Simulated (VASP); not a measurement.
Input of a VASP 6.6.1 run:

INCAR

```
SYSTEM = Mo
ALGO = Normal ; EDIFF = 1E-7
ENCUT = 520 ; GGA = PE
ISIF = 2 ; ISMEAR = 0
LASPH = .TRUE. ; LCHARG = .FALSE.
LREAL = .FALSE. ; LWAVE = .FALSE.
NBANDS = 21 ; NELM = 100
PREC = Accurate ; SIGMA = 0.05
```

File KPOINTS:

```
k-points
0
G
  18 18 10
  0 0 0
```

File POSCAR:

```
Mo
1.0
    2.7560734924      0.0000000000      0.0000000000
   -1.3780367462      2.3868296591      0.0000000000
    0.0000000000      0.0000000000      4.9001104548
Mo
2
Direct
    0.3333333333      0.6666666667      0.7500000000
    0.6666666667      0.3333333333      0.2500000000
```

Potentials or basis: VASP PAW PBE potentials, release 64 (Mo_sv).

The run is started by

```bash
$ cat potpaw_PBE.64/Mo_sv/POTCAR > POTCAR
$ mpirun -np 1 vasp_std > vasp.out
```

What does it give for the band gap on the k mesh?

Zero (band 14 reaches 13.06 eV, above the bottom of band 15 at 11.21 eV).

Estimate the pressure.

0.4 GPa.

Stress tensor (GPa, compression positive):
```
0.50 0.00 0.00
0.00 0.50 0.00
0.00 0.00 0.34
```
